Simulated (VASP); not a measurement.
# Pt (P2_1/m) in VASP: single point with PBE

Aim: the single point of Pt with PBE.

All numbers are computed with VASP 6.6.1; they aren't measurements. Logs are shortened: lines on timing, memory, paths and dates and some standing lists are left out, and cuts for length are marked.

## Step 1: The cell of the first run

It takes space group P2_1/m (No. 11, monoclinic). The conventional cell has a = 2.759 Å, b = 4.781 Å, c = 2.759 Å, α = 90.00°, β = 120.00°, γ = 90.00°. Pt (site symmetry m) has 12 Pt at 2.71 to 3.08 Å within 3.6 Å.

## Step 2: Single point, PBE (mode 1 frozen in at -0.193 Å and mode 2 at +0.000 Å (largest displacements))

INCAR

```
  ALGO = Normal
  EDIFF = 1E-6
  ENCUT = 520
  GGA = PE
  ISIF = 2
  ISMEAR = 0
  LASPH = T
  LCHARG = F
  LREAL = F
  LWAVE = F
  NBANDS = 17
  NELM = 100
  PREC = Accurate
  SIGMA = 0.15
```

KPOINTS

```
k-points
0
Gamma
  18 18 10
```

POSCAR

```
Pt
1.0
    2.7585396153      0.0000000000      0.0000000000
   -1.3792698077      2.3889653842      0.0000000000
    0.0000000000      0.0000000000      4.7813829964
Pt
2
Direct
    0.5967021104      0.3333333333      0.7500000000
    0.4032978896      0.6666666667      0.2500000000
```

Potentials or basis: VASP PAW PBE potentials, release 64 (Pt).

Started as:

```console
$ cat potpaw_PBE.64/Pt/POTCAR > POTCAR
$ mpirun -np 1 vasp_std > vasp.out
```

OUTCAR:

```text
EDIFF = 1E-6
   ENCUT = 520
   GGA = PE
   ISIF = 2
   ISMEAR = 0
   LASPH = T
   LREAL = F
   NELM = 100
   PREC = Accurate

 ion  position               nearest neighbor table
   1  0.597  0.333  0.750-   2 2.71   2 2.71   2 2.90   2 2.90   2 3.08   2 3.08
   2  0.403  0.667  0.250-   1 2.71   1 2.71   1 2.90   1 2.90   1 3.08   1 3.08

  LATTYP: Found a hexagonal cell.
 ALAT       =     2.7585396153
 C/A-ratio  =     1.7333022770

  Lattice vectors:

 A1 = (   2.7585396153,   0.0000000000,   0.0000000000)
 A2 = (  -1.3792698077,   2.3889653842,   0.0000000000)
 A3 = (   0.0000000000,   0.0000000000,   4.7813829964)

Analysis of symmetry for initial positions (statically):
=====================================================================
 Subroutine PRICEL returns:
 Original cell was already a primitive cell.

 Routine SETGRP: Setting up the symmetry group for a
 hexagonal supercell.

 Subroutine GETGRP returns: Found  4 space group operations
 (whereof  2 operations were pure point group operations)
 out of a pool of 24 trial point group operations.

The static configuration has the point symmetry S_2 .
 The point group associated with its full space group is C_2h.

Analysis of symmetry for dynamics (positions and initial velocities):
=====================================================================
 Subroutine PRICEL returns:
 Original cell was already a primitive cell.

 Routine SETGRP: Setting up the symmetry group for a
 hexagonal supercell.

 Subroutine GETGRP returns: Found  4 space group operations
 (whereof  2 operations were pure point group operations)
 out of a pool of 24 trial point group operations.

The dynamic configuration has the point symmetry S_2 .
 The point group associated with its full space group is C_2h.

 Subroutine INISYM returns: Found  4 space group operations
 (whereof  2 operations are pure point group operations),
 and found     1 'primitive' translations

----------------------------------------------------------------------------------------

                                     Primitive cell

  volume of cell :      31.5096

  direct lattice vectors                    reciprocal lattice vectors
     2.758539615  0.000000000  0.000000000     0.362510654  0.209295624  0.000000000
    -1.379269808  2.388965384  0.000000000     0.000000000  0.418591247  0.000000000
[... 78 lines left out ...]
   ICHARG =      2    charge: 1-file 2-atom 10-const
   ISPIN  =      1    spin polarized calculation?
   LNONCOLLINEAR =      F non collinear calculations
   LSORBIT =      F    spin-orbit coupling
   LASPH  =      T    aspherical Exc in radial PAW
   ENCUT  =  520.0 eV  38.22 Ry    6.18 a.u.   5.13  5.13  8.89*2*pi/ulx,y,z
   NELM   =    100;   NELMIN=  2; NELMDL= -5     # of ELM steps
   EDIFF  = 0.1E-05   stopping-criterion for ELM
   LREAL  =      F    real-space projection
   EDIFFG = 0.1E-04   stopping-criterion for IOM
   NSW    =      0    number of steps for IOM
   IBRION =     -1    ionic relax: 0-MD 1-quasi-New 2-CG
   NFREE  =      0    steps in history (QN), initial steepest desc. (CG)
   ISIF   =      2    stress and relaxation
   ISYM   =      2    0-nonsym 1-usesym 2-fastsym
   POTIM  = 0.5000    time-step for ionic-motion
   TEBEG  =    0.0;   TEEND  =   0.0 temperature during run
   PSTRESS=    0.0 pullay stress
   NELECT =      20.0000    total number of electrons
   NUPDOWN=      -1.0000    fix difference up-down
   EMIN   =  10.00;   EMAX   =-10.00  energy-range for DOS
   EFERMI =   0.00;   METHOD = LEGACY
   ISMEAR =     0;   SIGMA  =   0.15  broadening in eV -4-tet -1-fermi 0-gaus
   EFERMI_NEDOS =   21; number of points for ismear=-14 and -15
   IALGO  =     38    algorithm
   IMIX   =      4    mixing-type and parameters
     AMIX     =   0.40;   BMIX     =  1.00
     AMIX_MAG =   1.60;   BMIX_MAG =  1.00
  volume/ion in A,a.u.               =      15.75       106.32
  Fermi-wavevector in a.u.,A,eV,Ry     =   1.406924  2.658701 26.931848  1.979435
  Thomas-Fermi vector in A             =   2.529235
   LORBIT       =      0    0 simple, 1 ext, 2 COOP (PROOUT), +10 PAW based schemes
   GGA     = PE    functional components
   LHFCALC =     F    Hartree Fock is set to
   AEXX    =    0.0000 exact exchange contribution
   IVDW    =     0    specifies the selected vdW correction
   LEPSILON=     F    determine dielectric tensor
   LRPA    =     F    only Hartree local field effects (RPA)
 non-spin polarized calculation
 Gauss-broadening in eV      SIGMA  =   0.15
  energy-cutoff  :      520.00
  volume of cell :       31.51
 maximum number of plane-waves:       864
 NGX is ok and might be reduce to    24
   NGX = 11   NGY = 11   NGZ = 17

 number of electron      20.0000002 magnetization

 Free energy of the ion-electron system (eV)
  ---------------------------------------------------
  ext. energy  EPLUGINS =         0.00000000
  ---------------------------------------------------
  free energy    TOTEN  =       -12.10106388 eV

  energy without entropy =      -12.06872282  energy(sigma->0) =      -12.08489335

 E-fermi :  10.4275     XC(G=0): -13.2178

 val. band max:       10.4257724807   @ k =   0.4444   0.4444   0.3000
 cond. band min:      10.4283100967   @ k =   0.2222   0.2778   0.5000
 fundamental gap:      0.0025376160
 Fermi energy:        10.4275025883

 k-point     1 :       0.0000    0.0000    0.0000
  band No.  band energies     occupation
      1       0.7134      2.00000
      2       3.3890      2.00000
      3       6.0745      2.00000
      4       6.9156      2.00000
      5       7.1885      2.00000
      6       7.2777      2.00000
[... 457 lines left out ...]
      4       6.8764      2.00000
      5       6.9417      2.00000
      6       7.7686      2.00000
[... 9 lines left out ...]
     16      23.7215      0.00000
     17      24.2282      0.00000

 [... further k-points ...]
[... 5 lines left out ...]
  --------------------------------------------------------------------------------------
  -------------------------------------------------------------------------------------
  Total        0.1330405     -0.2395240      0.5939647     -0.1327775      0.0000000      0.0000000
  in kB        6.7647517    -12.1791516     30.2015081     -6.7513788      0.0000000      0.0000000
  external PRESSURE =       8.2623694 kB  Pullay stress =       0.0000000 kB

 VOLUME and BASIS-vectors are now :
 -----------------------------------------------------------------------------
  energy-cutoff  :      520.00
  volume of cell :       31.51
      direct lattice vectors                 reciprocal lattice vectors
     2.758539615  0.000000000  0.000000000     0.362510654  0.209295624  0.000000000
    -1.379269808  2.388965384  0.000000000     0.000000000  0.418591247  0.000000000
     0.000000000  0.000000000  4.781382996     0.000000000  0.000000000  0.209144509

 POSITION                                       TOTAL-FORCE (eV/Angst)
 -----------------------------------------------------------------------------------
      1.18627      0.79632      3.58604         0.066170     -0.301390      0.000000
      0.19300      1.59264      1.19535        -0.066170      0.301390      0.000000
 -----------------------------------------------------------------------------------
    total drift:                               -0.000000      0.000000     -0.000000

  FREE ENERGIE OF THE ION-ELECTRON SYSTEM (eV)
  ---------------------------------------------------
  free  energy   TOTEN  =       -12.1010638785 eV

  energy  without entropy=      -12.0687228192  energy(sigma->0) =      -12.08489335
```

OSZICAR:

```text
N       E                     dE             d eps       ncg     rms          rms(c)
DAV:   1     0.102379527861E+03    0.10238E+03   -0.10472E+04 33496   0.113E+03
DAV:   2    -0.110099315693E+02   -0.11339E+03   -0.10755E+03 36116   0.245E+02
DAV:   3    -0.128655891593E+02   -0.18557E+01   -0.18339E+01 41199   0.312E+01
DAV:   4    -0.128751102780E+02   -0.95211E-02   -0.95195E-02 39560   0.233E+00
DAV:   5    -0.128752066738E+02   -0.96396E-04   -0.96394E-04 41106   0.245E-01    0.161E+01
DAV:   6    -0.121742521597E+02    0.70095E+00   -0.11200E+00 35039   0.935E+00    0.854E+00
DAV:   7    -0.121080614049E+02    0.66191E-01   -0.19348E-01 40500   0.384E+00    0.299E+00
DAV:   8    -0.121014489103E+02    0.66125E-02   -0.20683E-02 36214   0.115E+00    0.760E-01
DAV:   9    -0.121010498735E+02    0.39904E-03   -0.38912E-04 38155   0.164E-01    0.480E-02
DAV:  10    -0.121010635095E+02   -0.13636E-04   -0.15608E-05 41902   0.256E-02    0.158E-02
DAV:  11    -0.121010638785E+02   -0.36907E-06   -0.36992E-07 22711   0.495E-03
   1 F= -.12101064E+02 E0= -.12084893E+02  d E =-.323411E-01
```

Run time: 4.6 min. Hardware: 1 thread of Intel Xeon Platinum 8259CL at 2.50GHz (Skylake/Cascade Lake), shared host; peak memory 0.52 GiB.

What came out:

```yaml
Free_energy: -12.1011 eV
Pressure: 0.8 GPa
Largest_force: 0.309 eV/Å
Band_gap_on_the_k_mesh: zero (band 10 reaches 10.99 eV, above the bottom of band 11 at 9.50 eV)
```

Forces in eV/Å, atoms in the order of the input:
```
Pt   0.066 -0.301  0.000
Pt  -0.066  0.301  0.000
```

Caveat: the cell differs from its parent crystal (mode 1 frozen in at -0.193 Å and mode 2 at +0.000 Å (largest displacements)); spin-orbit coupling is left out, which moves the levels of the heavy elements.
